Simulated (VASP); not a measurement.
# CaO (R3m) in VASP: a series of runs

CaO is run at these levels: PBE, r2SCAN; tasks: single point.

All numbers are computed with VASP 6.6.1; they aren't measurements. Logs are shortened: lines on timing, memory, paths and dates and some standing lists are left out, and cuts for length are marked.

## 1. The cell of the first run

It takes space group R3m (No. 160, trigonal). Conventional cell: a = 3.747 Å, b = 3.747 Å, c = 8.900 Å, α = 90.00°, β = 90.00°, γ = 120.00°. Ca (site symmetry 3m) has 4 O at 2.26 to 2.28 Å within 3.0 Å. Within 3.0 Å of O (site symmetry 3m) lie 4 Ca at 2.26 to 2.28 Å.

## 2. Single point, PBE (epitaxial 111 strain +1.7%)

Contents of INCAR:

```
SYSTEM = CaO
ALGO = Normal
EDIFF = 1E-6
ENCUT = 520
GGA = PE
ISIF = 2
ISMEAR = -1
LASPH = .True.
LCHARG = .False.
LREAL = .False.
LWAVE = .False.
NBANDS = 15
NELM = 100
PREC = Accurate
SIGMA = 0.02
```

Contents of KPOINTS:

```
k-points
0
Gamma
  8 8 8
  0 0 0
```

Contents of POSCAR:

```
CaO
1.0
   -0.0537137623      2.5960290530      2.5960290530
    2.5960290530     -0.0537137623      2.5960290530
    2.5960290530      2.5960290530     -0.0537137623
Ca O
1 1
Direct
   -0.0017977602     -0.0017977602     -0.0017977602
    0.2517977602      0.2517977602      0.2517977602
```

Potentials or basis: VASP PAW PBE potentials, release 64 (Ca_sv, O).

Run with:

```bash
$ cat potpaw_PBE.64/Ca_sv/POTCAR potpaw_PBE.64/O/POTCAR > POTCAR
$ mpirun -np 1 vasp_std > vasp.out
```

OUTCAR:

```text
SYSTEM = CaO
   EDIFF = 1E-6
   ENCUT = 520
   GGA = PE
   ISIF = 2
   ISMEAR = -1
   LASPH = .True.
   LREAL = .False.
   NELM = 100
   PREC = Accurate

 ion  position               nearest neighbor table
   1  0.998  0.998  0.998-   2 2.26   2 2.28   2 2.28   2 2.28
   2  0.252  0.252  0.252-   1 2.26   1 2.28   1 2.28   1 2.28

  LATTYP: Found a trigonal (rhomboedric) cell.
 ALAT       =     3.6717324053
 COS(alpha) =     0.4792066841

  Lattice vectors:

 A1 = (  -0.0537137623,   2.5960290530,   2.5960290530)
 A2 = (   2.5960290530,  -0.0537137623,   2.5960290530)
 A3 = (   2.5960290530,   2.5960290530,  -0.0537137623)

Analysis of symmetry for initial positions (statically):
=====================================================================
 Subroutine PRICEL returns:
 Original cell was already a primitive cell.

 Routine SETGRP: Setting up the symmetry group for a
 trigonal (rhombohedral) supercell.

 Subroutine GETGRP returns: Found  6 space group operations
 (whereof  6 operations were pure point group operations)
 out of a pool of 12 trial point group operations.

The static configuration has the point symmetry C_3v.

Analysis of symmetry for dynamics (positions and initial velocities):
=====================================================================
 Subroutine PRICEL returns:
 Original cell was already a primitive cell.

 Routine SETGRP: Setting up the symmetry group for a
 trigonal (rhombohedral) supercell.

 Subroutine GETGRP returns: Found  6 space group operations
 (whereof  6 operations were pure point group operations)
 out of a pool of 12 trial point group operations.

The dynamic configuration has the point symmetry C_3v.

 Subroutine INISYM returns: Found  6 space group operations
 (whereof  6 operations are pure point group operations),
 and found     1 'primitive' translations

----------------------------------------------------------------------------------------

                                     Primitive cell

  volume of cell :      36.0770

  direct lattice vectors                    reciprocal lattice vectors
    -0.053713762  2.596029053  2.596029053    -0.186725006  0.190670111  0.190670111
     2.596029053 -0.053713762  2.596029053     0.190670111 -0.186725006  0.190670111
     2.596029053  2.596029053 -0.053713762     0.190670111  0.190670111 -0.186725006

  length of vectors
     3.671732405  3.671732405  3.671732405     0.327988430  0.327988430  0.327988430

  position of ions in fractional coordinates (direct lattice)
     0.998202240  0.998202240  0.998202240
     0.251797760  0.251797760  0.251797760

  ion indices of the primitive-cell ions
   primitive index   ion index
                 1           1
                 2           2

----------------------------------------------------------------------------------------

 KPOINTS: k-points

Automatic generation of k-mesh.
 Grid dimensions read from file:
 generate k-points for:    8    8    8

 Generating k-lattice:

  Cartesian coordinates                     Fractional coordinates (reciprocal lattice)
    -0.023340626  0.023833764  0.023833764     0.125000000  0.000000000  0.000000000
     0.023833764 -0.023340626  0.023833764     0.000000000  0.125000000  0.000000000
     0.023833764  0.023833764 -0.023340626     0.000000000  0.000000000  0.125000000

  Length of vectors
     0.040998554  0.040998554  0.040998554

  Shift w.r.t. Gamma in fractional coordinates (k-lattice)
     0.000000000  0.000000000  0.000000000

 Subroutine IBZKPT returns following result:
 ===========================================

 Found     65 irreducible k-points:

 Following reciprocal coordinates:
            Coordinates               Weight
  0.000000  0.000000  0.000000      1.000000
  0.125000  0.000000  0.000000      6.000000
  0.250000  0.000000  0.000000      6.000000
  0.375000  0.000000 -0.000000      6.000000
  0.500000  0.000000  0.000000      3.000000
  0.125000  0.125000  0.000000      6.000000
[... 16 lines left out ...]
  0.250000  0.125000  0.125000      6.000000
  0.375000  0.125000  0.125000      6.000000
 [... further k-points ...]
   k-points           NKPTS =     65   k-points in BZ     NKDIM =     65   number of bands    NBANDS=     15
   number of dos      NEDOS =    301   number of ions     NIONS =      2
   total plane-waves  NPLWV =  21952
   dimension x,y,z NGX =    28 NGY =   28 NGZ =   28
   dimension x,y,z NGXF=    56 NGYF=   56 NGZF=   56
   ions per type =               1   1
   NGX,Y,Z   is equivalent  to a cutoff of  12.68, 12.68, 12.68 a.u.
   NGXF,Y,Z  is equivalent  to a cutoff of  25.36, 25.36, 25.36 a.u.
 SYSTEM =  CaO
   PREC   = accura    normal or accurate (medium, high low for compatibility)
   ISTART =      0    job   : 0-new  1-cont  2-samecut
   ICHARG =      2    charge: 1-file 2-atom 10-const
   ISPIN  =      1    spin polarized calculation?
   LNONCOLLINEAR =      F non collinear calculations
   LSORBIT =      F    spin-orbit coupling
   LASPH  =      T    aspherical Exc in radial PAW
   ENCUT  =  520.0 eV  38.22 Ry    6.18 a.u.   6.83  6.83  6.83*2*pi/ulx,y,z
   NELM   =    100;   NELMIN=  2; NELMDL= -5     # of ELM steps
   EDIFF  = 0.1E-05   stopping-criterion for ELM
   LREAL  =      F    real-space projection
   EDIFFG = 0.1E-04   stopping-criterion for IOM
   NSW    =      0    number of steps for IOM
   IBRION =     -1    ionic relax: 0-MD 1-quasi-New 2-CG
   NFREE  =      0    steps in history (QN), initial steepest desc. (CG)
   ISIF   =      2    stress and relaxation
   ISYM   =      2    0-nonsym 1-usesym 2-fastsym
   POTIM  = 0.5000    time-step for ionic-motion
   TEBEG  =    0.0;   TEEND  =   0.0 temperature during run
   PSTRESS=    0.0 pullay stress
   NELECT =      16.0000    total number of electrons
   NUPDOWN=      -1.0000    fix difference up-down
   EMIN   =  10.00;   EMAX   =-10.00  energy-range for DOS
   EFERMI =   0.00;   METHOD = LEGACY
   ISMEAR =    -1;   SIGMA  =   0.02  broadening in eV -4-tet -1-fermi 0-gaus
   EFERMI_NEDOS =   21; number of points for ismear=-14 and -15
   IALGO  =     38    algorithm
   IMIX   =      4    mixing-type and parameters
     AMIX     =   0.40;   BMIX     =  1.00
     AMIX_MAG =   1.60;   BMIX_MAG =  1.00
  volume/ion in A,a.u.               =      18.04       121.73
  Fermi-wavevector in a.u.,A,eV,Ry     =   1.248450  2.359229 21.206425  1.558628
  Thomas-Fermi vector in A             =   2.382536
   LORBIT       =      0    0 simple, 1 ext, 2 COOP (PROOUT), +10 PAW based schemes
   GGA     = PE    functional components
   LHFCALC =     F    Hartree Fock is set to
   AEXX    =    0.0000 exact exchange contribution
   IVDW    =     0    specifies the selected vdW correction
   LEPSILON=     F    determine dielectric tensor
   LRPA    =     F    only Hartree local field effects (RPA)
 non-spin polarized calculation
  energy-cutoff  :      520.00
  volume of cell :       36.08
 maximum number of plane-waves:       983
   NGX = 13   NGY = 13   NGZ = 13

 number of electron      16.0000004 magnetization

 Free energy of the ion-electron system (eV)
  ---------------------------------------------------
  ext. energy  EPLUGINS =         0.00000000
  ---------------------------------------------------
  free energy    TOTEN  =       -12.43863248 eV

  energy without entropy =      -12.43863248  energy(sigma->0) =      -12.43863248

 E-fermi :   1.0033     XC(G=0):  -8.9653

 val. band max:        0.4187424577   @ k =   0.5000   0.5000   0.0000
 cond. band min:       3.6611538067   @ k =   0.0000   0.0000   0.0000
 fundamental gap:      3.2424113489
 Fermi energy:         1.0033021509

 k-point     1 :       0.0000    0.0000    0.0000
  band No.  band energies     occupation
      1     -36.8339      2.00000
      2     -17.7792      2.00000
      3     -17.7757      2.00000
      4     -17.7757      2.00000
      5     -14.3604      2.00000
      6      -0.2225      2.00000
      7      -0.2225      2.00000
      8      -0.1206      2.00000
      9       3.6612      0.00000
     10       8.2879      0.00000
     11       8.2879      0.00000
     12       9.8724      0.00000
     13       9.8724      0.00000
     14       9.8881      0.00000
     15      16.5158      0.00000

 k-point     2 :       0.1250    0.0000    0.0000
  band No.  band energies     occupation
      1     -36.8280      2.00000
      2     -17.8865      2.00000
      3     -17.7852      2.00000
      4     -17.7822      2.00000
      5     -14.2517      2.00000
      6      -0.3832      2.00000
      7      -0.1766      2.00000
      8      -0.0917      2.00000
      9       4.1930      0.00000
     10       8.1026      0.00000
     11       8.1514      0.00000
     12       9.6485      0.00000
     13       9.9975      0.00000
     14      10.0354      0.00000
     15      15.0151      0.00000

 k-point     3 :       0.2500    0.0000    0.0000
  band No.  band energies     occupation
      1     -36.8139      2.00000
      2     -18.1242      2.00000
      3     -17.8030      2.00000
      4     -17.7977      2.00000
      5     -14.0198      2.00000
      6      -0.5967      2.00000
      7      -0.0715      2.00000
      8      -0.0107      2.00000
      9       5.3019      0.00000
     10       7.8871      0.00000
     11       8.0375      0.00000
     12       9.1902      0.00000
     13      10.0311      0.00000
     14      10.1397      0.00000
     15      13.0989      0.00000

 k-point     4 :       0.3750    0.0000   -0.0000
  band No.  band energies     occupation
      1     -36.7997      2.00000
      2     -18.3346      2.00000
      3     -17.8206      2.00000
      4     -17.8132      2.00000
      5     -13.8228      2.00000
      6      -0.6342      2.00000
      7       0.0245      2.00000
      8       0.0608      2.00000
      9       6.1878      0.00000
     10       7.9164      0.00000
     11       8.1675      0.00000
     12       8.7696      0.00000
     13       9.7790      0.00000
     14       9.9398      0.00000
     15      12.1128      0.00000
[... 307 lines left out ...]
 k-point    22 :       0.1250    0.1250    0.1250
  band No.  band energies     occupation
      1     -36.8272      2.00000
      2     -17.8902      2.00000
      3     -17.7842      2.00000
      4     -17.7842      2.00000
      5     -14.2533      2.00000
      6      -0.3104      2.00000
      7      -0.1807      2.00000
      8      -0.1807      2.00000
      9       4.2274      0.00000
     10       8.1088      0.00000
     11       8.1088      0.00000
     12       9.6639      0.00000
     13      10.0306      0.00000
     14      10.0306      0.00000
     15      15.4844      0.00000

 k-point    23 :       0.2500    0.1250    0.1250
  band No.  band energies     occupation
      1     -36.8182      2.00000
      2     -18.0265      2.00000
      3     -17.8168      2.00000
      4     -17.7873      2.00000
      5     -14.1075      2.00000
      6      -0.5167      2.00000
      7      -0.1247      2.00000
      8      -0.0746      2.00000
      9       4.9404      0.00000
     10       7.6923      0.00000
     11       8.1523      0.00000
     12       9.5399      0.00000
     13       9.9786      0.00000
     14      10.2001      0.00000
     15      14.4118      0.00000

 k-point    24 :       0.3750    0.1250    0.1250
  band No.  band energies     occupation
      1     -36.8040      2.00000
      2     -18.2292      2.00000
      3     -17.8547      2.00000
      4     -17.8029      2.00000
      5     -13.8941      2.00000
      6      -0.6132      2.00000
      7      -0.0169      2.00000
      8      -0.0098      2.00000
      9       5.8758      0.00000
     10       7.5422      0.00000
     11       8.0455      0.00000
     12       9.2412      0.00000
     13      10.0341      0.00000
     14      10.1609      0.00000
     15      12.9558      0.00000

 [... further k-points ...]

------------------------ aborting loop because EDIFF is reached ----------------------------------------

  FORCE on cell =-STRESS in cart. coord.  units (eV):
  Direction    XX          YY          ZZ          XY          YZ          ZX
  --------------------------------------------------------------------------------------
  -------------------------------------------------------------------------------------
  Total        0.0768151      0.0768151      0.0768151      0.1642062      0.1642062      0.1642062
  in kB        3.4113529      3.4113529      3.4113529      7.2923811      7.2923811      7.2923811
  external PRESSURE =       3.4113529 kB  Pullay stress =       0.0000000 kB

 VOLUME and BASIS-vectors are now :
 -----------------------------------------------------------------------------
  energy-cutoff  :      520.00
  volume of cell :       36.08
      direct lattice vectors                 reciprocal lattice vectors
    -0.053713762  2.596029053  2.596029053    -0.186725006  0.190670111  0.190670111
     2.596029053 -0.053713762  2.596029053     0.190670111 -0.186725006  0.190670111
     2.596029053  2.596029053 -0.053713762     0.190670111  0.190670111 -0.186725006

 POSITION                                       TOTAL-FORCE (eV/Angst)
 -----------------------------------------------------------------------------------
      5.12911      5.12911      5.12911        -0.004384     -0.004384     -0.004384
      1.29382      1.29382      1.29382         0.004384      0.004384      0.004384
 -----------------------------------------------------------------------------------
    total drift:                               -0.000097     -0.000097     -0.000097

  FREE ENERGIE OF THE ION-ELECTRON SYSTEM (eV)
  ---------------------------------------------------
  free  energy   TOTEN  =       -12.4386324767 eV

  energy  without entropy=      -12.4386324767  energy(sigma->0) =      -12.43863248
```

Run time: 14 s. Hardware: 1 thread of Intel Xeon 6975P-C (Granite Rapids), shared host; peak memory 0.18 GiB.

Results:

- Free energy: -12.4386 eV
- Pressure: 0.3 GPa
- Largest force: 0.008 eV/Å
- Band gap on the k mesh: 3.24 eV (least direct gap 3.78 eV)

Forces in eV/Å, atoms in the order of the input:
```
Ca  -0.004 -0.004 -0.004
O    0.004  0.004  0.004
```

Caveat: the cell differs from its parent crystal (epitaxial 111 strain +1.7%).

## 3. Single point, r2SCAN (epitaxial 111 strain +1.7%)

POSCAR is that of step 2.

Contents of INCAR.step1:

```
SYSTEM = CaO
ALGO     = Normal         ! electronic algorithm
EDIFF    = 1E-4           ! SCF threshold, eV
ENCUT    = 520            ! plane-wave cutoff, eV
GGA      = PE             ! functional
ISMEAR   = 0              ! smearing method
LASPH    = .TRUE.         ! aspherical terms in the spheres
LCHARG   = .FALSE.        ! write CHGCAR
LREAL    = .FALSE.        ! projectors in reciprocal space
LWAVE    = .TRUE.         ! write WAVECAR
NBANDS   = 15             ! bands
NELM     = 80             ! most SCF steps
PREC     = Accurate       ! precision mode
SIGMA    = 0.01           ! smearing width, eV
```

Contents of INCAR.step2:

```
SYSTEM = CaO
ALGO     = Normal         ! electronic algorithm
EDIFF    = 1E-6           ! SCF threshold, eV
ENCUT    = 520            ! plane-wave cutoff, eV
ISIF     = 2              ! what is computed and relaxed
ISMEAR   = 0              ! smearing method
ISTART   = 1            
LASPH    = .TRUE.         ! aspherical terms in the spheres
LCHARG   = .FALSE.        ! write CHGCAR
LMIXTAU  = .TRUE.       
LREAL    = .FALSE.        ! projectors in reciprocal space
LWAVE    = .FALSE.        ! write WAVECAR
METAGGA  = R2SCAN         ! meta-GGA
NBANDS   = 15             ! bands
NELM     = 80             ! most SCF steps
PREC     = Accurate       ! precision mode
SIGMA    = 0.01           ! smearing width, eV
```

Contents of KPOINTS:

```
k-points
0
G
  8 8 8
  0 0 0
```

Potentials or basis: VASP PAW PBE potentials, release 64 (Ca_sv, O).

Run with:

```bash
$ cat potpaw_PBE.64/Ca_sv/POTCAR potpaw_PBE.64/O/POTCAR > POTCAR
$ cp INCAR.step1 INCAR
$ mpirun -np 1 vasp_std > vasp.out
$ cp INCAR.step2 INCAR
$ mpirun -np 1 vasp_std > vasp.out
```

It took 56 s on 1 thread of Intel Xeon 6975P-C (Granite Rapids), shared host; peak memory 0.18 GiB.

It converged, with:

```
Free energy            : -18.9361 eV
Pressure               : -0.7 GPa
Largest force          : 0.014 eV/Å
Band gap on the k mesh : 3.65 eV (least direct gap 4.19 eV)
```

Forces in eV/Å, atoms in the order of the input:
```
Ca  -0.008 -0.008 -0.008
O    0.008  0.008  0.008
```

Stress tensor (GPa, compression positive):
```
-0.67  0.76  0.76
 0.76 -0.67  0.76
 0.76  0.76 -0.67
```

Levels at points of the mesh, in eV from the valence-band top:
```csv
k point,band 5,band 6,band 7,band 8,band 9,band 10,band 11,band 12
"(0.00, 0.00, 0.00)",-15.74,-0.64,-0.64,-0.54,3.65,8.55,8.55,10.13
"(0.50, 0.00, 0.00)",-15.06,-1.02,-0.35,-0.33,6.50,8.25,8.49,8.80
"(0.50, 0.50, 0.00)",-14.86,-1.40,-0.04,0.00,5.28,7.13,9.61,9.90
"(0.50, 0.50, 0.50)",-15.09,-0.93,-0.40,-0.40,6.52,8.43,8.43,8.71
```

Caveat: the cell differs from its parent crystal (epitaxial 111 strain +1.7%); the PAW data sets were made with another functional, which shifts forces and pressure a little.
